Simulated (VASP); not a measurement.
# W (Fd-3m) in VASP: a series of runs

W is run at these levels: r2SCAN; tasks: single point.

Program: VASP 6.6.1. These are calculated values, not measurements. Logs are shortened: lines on timing, memory, paths and dates and some standing lists are left out, and cuts for length are marked.

**1. The cell of the first run**

It takes space group Fd-3m (No. 227, cubic). The conventional cell has a = 5.792 Å, b = 5.792 Å, c = 5.792 Å, α = 90.00°, β = 90.00°, γ = 90.00°. Within 3.3 Å of W (site symmetry -43m) lie 4 W at 2.51 Å.

**2. Single point, r2SCAN**

File POSCAR:

```
W
1.0
    0.0000000000      2.8958100925      2.8958100925
    2.8958100925      0.0000000000      2.8958100925
    2.8958100925      2.8958100925      0.0000000000
W
2
Direct
    0.1250000000      0.1250000000      0.1250000000
    0.8750000000      0.8750000000      0.8750000000
```

File INCAR.step1:

```
SYSTEM = W
PREC = Accurate ; ENCUT = 520
ISMEAR = -1 ; SIGMA = 0.1
LREAL = .False. ; LASPH = .True.
NELM = 100 ; NBANDS = 21
GGA = PE ; ALGO = Normal
EDIFF = 1E-4 ; LWAVE = .True.
LCHARG = .False.
```

File INCAR.step2:

```
SYSTEM = W
PREC = Accurate ; ENCUT = 520
EDIFF = 1E-7 ; ISMEAR = -1
SIGMA = 0.1 ; LREAL = .False.
LASPH = .True. ; NELM = 100
ALGO = Normal ; ISIF = 2
LWAVE = .False. ; LCHARG = .False.
METAGGA = R2SCAN ; LMIXTAU = .True.
NBANDS = 21 ; ISTART = 1
```

File KPOINTS:

```
regular mesh
0
Gamma
  10 10 10
  0 0 0
```

Potentials or basis: VASP PAW PBE potentials, release 64 (W_sv).

Launch:

```bash
> cat potpaw_PBE.64/W_sv/POTCAR > POTCAR
> cp INCAR.step1 INCAR
> mpirun -np 1 vasp_std > vasp.out
> cp INCAR.step2 INCAR
> mpirun -np 1 vasp_std > vasp.out
```

OUTCAR:

```text
SYSTEM = W
   PREC = Accurate
   ENCUT = 520
   EDIFF = 1E-7
   ISMEAR = -1
   LREAL = .False.
   LASPH = .True.
   NELM = 100
   ISIF = 2
   METAGGA = R2SCAN
   ISTART = 1

 ion  position               nearest neighbor table
   1  0.125  0.125  0.125-   2 2.51   2 2.51   2 2.51   2 2.51
   2  0.875  0.875  0.875-   1 2.51   1 2.51   1 2.51   1 2.51

  LATTYP: Found a face centered cubic cell.
 ALAT       =     5.7916201850

  Lattice vectors:

 A1 = (   0.0000000000,   2.8958100925,   2.8958100925)
 A2 = (   2.8958100925,   0.0000000000,   2.8958100925)
 A3 = (   2.8958100925,   2.8958100925,   0.0000000000)

Analysis of symmetry for initial positions (statically):
=====================================================================
 Subroutine PRICEL returns:
 Original cell was already a primitive cell.

 Routine SETGRP: Setting up the symmetry group for a
 face centered cubic supercell.

 Subroutine GETGRP returns: Found 48 space group operations
 (whereof 12 operations were pure point group operations)
 out of a pool of 48 trial point group operations.

The static configuration has the point symmetry D_3d.
 The point group associated with its full space group is O_h .

Analysis of symmetry for dynamics (positions and initial velocities):
=====================================================================
 Subroutine PRICEL returns:
 Original cell was already a primitive cell.

 Routine SETGRP: Setting up the symmetry group for a
 face centered cubic supercell.

 Subroutine GETGRP returns: Found 48 space group operations
 (whereof 12 operations were pure point group operations)
 out of a pool of 48 trial point group operations.

The dynamic configuration has the point symmetry D_3d.
 The point group associated with its full space group is O_h .

 Subroutine INISYM returns: Found 48 space group operations
 (whereof 12 operations are pure point group operations),
 and found     1 'primitive' translations

----------------------------------------------------------------------------------------

                                     Primitive cell

  volume of cell :      48.5669

  direct lattice vectors                    reciprocal lattice vectors
     0.000000000  2.895810093  2.895810093    -0.172663256  0.172663256  0.172663256
     2.895810093  0.000000000  2.895810093     0.172663256 -0.172663256  0.172663256
     2.895810093  2.895810093  0.000000000     0.172663256  0.172663256 -0.172663256

  length of vectors
     4.095293907  4.095293907  4.095293907     0.299061532  0.299061532  0.299061532

  position of ions in fractional coordinates (direct lattice)
     0.125000000  0.125000000  0.125000000
     0.875000000  0.875000000  0.875000000

  ion indices of the primitive-cell ions
   primitive index   ion index
                 1           1
                 2           2

----------------------------------------------------------------------------------------

 KPOINTS: regular mesh

Automatic generation of k-mesh.
 Grid dimensions read from file:
 generate k-points for:   10   10   10

 Generating k-lattice:

  Cartesian coordinates                     Fractional coordinates (reciprocal lattice)
    -0.017266326  0.017266326  0.017266326     0.100000000  0.000000000  0.000000000
     0.017266326 -0.017266326  0.017266326     0.000000000  0.100000000  0.000000000
     0.017266326  0.017266326 -0.017266326     0.000000000  0.000000000  0.100000000

  Length of vectors
     0.029906153  0.029906153  0.029906153

  Shift w.r.t. Gamma in fractional coordinates (k-lattice)
     0.000000000  0.000000000  0.000000000

 Subroutine IBZKPT returns following result:
 ===========================================

 Found     47 irreducible k-points:

 Following reciprocal coordinates:
            Coordinates               Weight
  0.000000  0.000000  0.000000      1.000000
  0.100000  0.000000  0.000000      8.000000
  0.200000  0.000000  0.000000      8.000000
  0.300000  0.000000  0.000000      8.000000
  0.400000  0.000000  0.000000      8.000000
  0.500000  0.000000  0.000000      4.000000
[... 16 lines left out ...]
  0.300000  0.300000  0.000000      6.000000
  0.400000  0.300000  0.000000     24.000000
 [... further k-points ...]
   k-points           NKPTS =     47   k-points in BZ     NKDIM =     47   number of bands    NBANDS=     21
   number of dos      NEDOS =    301   number of ions     NIONS =      2
   total plane-waves  NPLWV =  27000
   dimension x,y,z NGX =    30 NGY =   30 NGZ =   30
   dimension x,y,z NGXF=    60 NGYF=   60 NGZF=   60
   ions per type =               2
   NGX,Y,Z   is equivalent  to a cutoff of  12.18, 12.18, 12.18 a.u.
   NGXF,Y,Z  is equivalent  to a cutoff of  24.36, 24.36, 24.36 a.u.
 SYSTEM =  W
   PREC   = accura    normal or accurate (medium, high low for compatibility)
   ISTART =      1    job   : 0-new  1-cont  2-samecut
   ICHARG =      0    charge: 1-file 2-atom 10-const
   ISPIN  =      1    spin polarized calculation?
   LNONCOLLINEAR =      F non collinear calculations
   LSORBIT =      F    spin-orbit coupling
   LASPH  =      T    aspherical Exc in radial PAW
   ENCUT  =  520.0 eV  38.22 Ry    6.18 a.u.   7.61  7.61  7.61*2*pi/ulx,y,z
   NELM   =    100;   NELMIN=  2; NELMDL=  0     # of ELM steps
   EDIFF  = 0.1E-06   stopping-criterion for ELM
   LREAL  =      F    real-space projection
   EDIFFG = 0.1E-05   stopping-criterion for IOM
   NSW    =      0    number of steps for IOM
   IBRION =     -1    ionic relax: 0-MD 1-quasi-New 2-CG
   NFREE  =      0    steps in history (QN), initial steepest desc. (CG)
   ISIF   =      2    stress and relaxation
   ISYM   =      2    0-nonsym 1-usesym 2-fastsym
   POTIM  = 0.5000    time-step for ionic-motion
   TEBEG  =    0.0;   TEEND  =   0.0 temperature during run
   PSTRESS=    0.0 pullay stress
   NELECT =      28.0000    total number of electrons
   NUPDOWN=      -1.0000    fix difference up-down
   EMIN   =  10.00;   EMAX   =-10.00  energy-range for DOS
   EFERMI =   0.00;   METHOD = LEGACY
   ISMEAR =    -1;   SIGMA  =   0.10  broadening in eV -4-tet -1-fermi 0-gaus
   EFERMI_NEDOS =   21; number of points for ismear=-14 and -15
   IALGO  =     38    algorithm
   IMIX   =      4    mixing-type and parameters
     AMIX     =   0.40;   BMIX     =  1.00
     AMIX_MAG =   1.60;   BMIX_MAG =  1.00
  volume/ion in A,a.u.               =      24.28       163.87
  Fermi-wavevector in a.u.,A,eV,Ry     =   1.362534  2.574816 25.259211  1.856500
  Thomas-Fermi vector in A             =   2.489016
   LORBIT       =      0    0 simple, 1 ext, 2 COOP (PROOUT), +10 PAW based schemes
   METAGGA = R2SCAN    functional components
   LHFCALC =     F    Hartree Fock is set to
   AEXX    =    0.0000 exact exchange contribution
   IVDW    =     0    specifies the selected vdW correction
   LEPSILON=     F    determine dielectric tensor
   LRPA    =     F    only Hartree local field effects (RPA)
 non-spin polarized calculation
  energy-cutoff  :      520.00
  volume of cell :       48.57
 maximum number of plane-waves:      1326
   NGX = 15   NGY = 15   NGZ = 15

 number of electron      27.9999994 magnetization

 Free energy of the ion-electron system (eV)
  ---------------------------------------------------
  ext. energy  EPLUGINS =         0.00000000
  ---------------------------------------------------
  free energy    TOTEN  =       -97.08865913 eV

  energy without entropy =      -96.99444001  energy(sigma->0) =      -97.04154957

 E-fermi :   5.2701     XC(G=0): -11.6467

 val. band max:        5.2610875998   @ k =   0.4000   0.3000   0.0000
 cond. band min:       5.2772980408   @ k =  -0.4000   0.4000   0.1000
 fundamental gap:      0.0162104410
 Fermi energy:         5.2701420987

 k-point     1 :       0.0000    0.0000    0.0000
  band No.  band energies     occupation
      1     -69.6930      2.00000
      2     -69.3144      2.00000
      3     -33.6897      2.00000
      4     -33.6897      2.00000
      5     -33.6897      2.00000
      6     -32.6655      2.00000
[... 13 lines left out ...]
     20      16.8299      0.00000
     21      16.9676      0.00000

 k-point     2 :       0.1000    0.0000    0.0000
  band No.  band energies     occupation
      1     -69.6862      2.00000
      2     -69.3215      2.00000
      3     -33.7015      2.00000
      4     -33.7015      2.00000
      5     -33.6878      2.00000
      6     -32.6685      2.00000
[... 13 lines left out ...]
     20      16.3574      0.00000
     21      17.1948      0.00000

 k-point     3 :       0.2000    0.0000    0.0000
  band No.  band energies     occupation
      1     -69.6670      2.00000
      2     -69.3412      2.00000
      3     -33.7310      2.00000
      4     -33.7310      2.00000
      5     -33.6832      2.00000
      6     -32.6758      2.00000
[... 13 lines left out ...]
     20      15.3912      0.00000
     21      15.9701      0.00000

 k-point     4 :       0.3000    0.0000    0.0000
  band No.  band energies     occupation
      1     -69.6395      2.00000
      2     -69.3694      2.00000
      3     -33.7653      2.00000
      4     -33.7653      2.00000
      5     -33.6782      2.00000
      6     -32.6840      2.00000
[... 13 lines left out ...]
     20      12.9979      0.00000
     21      15.7288      0.00000

 k-point     5 :       0.4000    0.0000    0.0000
  band No.  band energies     occupation
      1     -69.6121      2.00000
      2     -69.3974      2.00000
      3     -33.7915      2.00000
      4     -33.7915      2.00000
      5     -33.6748      2.00000
      6     -32.6900      2.00000
[... 13 lines left out ...]
     20      11.1473      0.00000
     21      15.6695      0.00000
[... 382 lines left out ...]
     20      11.7659      0.00000
     21      13.5665      0.00000

 k-point    22 :      -0.2000    0.2000    0.0000
  band No.  band energies     occupation
      1     -69.6285      2.00000
      2     -69.3807      2.00000
      3     -33.8457      2.00000
      4     -33.7668      2.00000
      5     -33.5931      2.00000
      6     -32.7687      2.00000
[... 13 lines left out ...]
     20      13.4983      0.00000
     21      14.2107      0.00000

 k-point    23 :       0.3000    0.3000    0.0000
  band No.  band energies     occupation
      1     -69.6159      2.00000
      2     -69.3935      2.00000
      3     -33.8453      2.00000
      4     -33.8453      2.00000
      5     -33.4859      2.00000
      6     -32.8876      2.00000
[... 13 lines left out ...]
     20      13.7888      0.00000
     21      13.9002      0.00000

 k-point    24 :       0.4000    0.3000    0.0000
  band No.  band energies     occupation
      1     -69.5889      2.00000
      2     -69.4210      2.00000
      3     -33.8788      2.00000
      4     -33.8698      2.00000
      5     -33.4241      2.00000
      6     -32.9512      2.00000
[... 13 lines left out ...]
     20      12.2981      0.00000
     21      13.0295      0.00000

 [... further k-points ...]

------------------------ aborting loop because EDIFF is reached ----------------------------------------

  FORCE on cell =-STRESS in cart. coord.  units (eV):
  Direction    XX          YY          ZZ          XY          YZ          ZX
  --------------------------------------------------------------------------------------
  -------------------------------------------------------------------------------------
  Total        0.2589346      0.2589346      0.2589346      0.0000000      0.0000000      0.0000000
  in kB        8.5420164      8.5420164      8.5420164      0.0000000      0.0000000      0.0000000
  external PRESSURE =       8.5420164 kB  Pullay stress =       0.0000000 kB

 VOLUME and BASIS-vectors are now :
 -----------------------------------------------------------------------------
  energy-cutoff  :      520.00
  volume of cell :       48.57
      direct lattice vectors                 reciprocal lattice vectors
     0.000000000  2.895810093  2.895810093    -0.172663256  0.172663256  0.172663256
     2.895810093  0.000000000  2.895810093     0.172663256 -0.172663256  0.172663256
     2.895810093  2.895810093  0.000000000     0.172663256  0.172663256 -0.172663256

 POSITION                                       TOTAL-FORCE (eV/Angst)
 -----------------------------------------------------------------------------------
      0.72395      0.72395      0.72395        -0.000000      0.000000      0.000000
      5.06767      5.06767      5.06767         0.000000     -0.000000     -0.000000
 -----------------------------------------------------------------------------------
    total drift:                               -0.000000      0.000000      0.000000

  FREE ENERGIE OF THE ION-ELECTRON SYSTEM (eV)
  ---------------------------------------------------
  free  energy   TOTEN  =       -97.0886591263 eV

  energy  without entropy=      -96.9944400058  energy(sigma->0) =      -97.04154957
```

It took 71 s on 1 thread of Intel Xeon 6975P-C (Granite Rapids), shared host; peak memory 0.19 GiB.

Results:

| Item | Value |
| --- | --- |
| Free energy | -97.0887 eV |
| Pressure | 0.9 GPa |
| Band gap on the k mesh | zero (band 14 reaches 5.76 eV, above the bottom of band 15 at 4.83 eV) |

Caveat: the PAW data sets were made with another functional, which shifts forces and pressure a little; spin-orbit coupling is left out, which moves the levels of the heavy elements.

(Continued in part 2 of 2.)
